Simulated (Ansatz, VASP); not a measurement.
One calculation of RbBr, two programs

```xyz
2
Lattice="4.1279 0.0000 0.0000 0.0000 4.1279 0.0000 0.0000 0.0000 4.0933" Properties=species:S:1:pos:R:3 pbc="T T T"
Rb    0.0000    0.0000    0.0000
Br    2.0640    2.0640    2.0466
```

Change from the starting cell: uniaxial_z strain -0.8%.

Alike in both runs: task single point; functional HSE06; k mesh 4 × 4 × 4; no spin polarisation.

```csv
,VASP,Ansatz
version,VASP 6.6.1,Ansatz 0.2.0
potentials or method,"VASP PAW PBE potentials, release 64 (Rb_sv, Br)","plane waves, PAW"
plane-wave cutoff (eV),400,420
occupations,"gaussian, width 0.01 eV",fixed
valence electrons in the cell,16,16
```

```csv
,VASP,Ansatz,Ansatz less VASP
gap on the k mesh at the Fermi level (eV),5.26,5.26,-0.001
pressure (GPa),0.6,0.6,+0.03
"traceless stress, the component that is largest in VASP (GPa)",0.18,0.18,-0.001
```

Ansatz's warnings: stress exchange threshold loose, stress scf threshold loose.
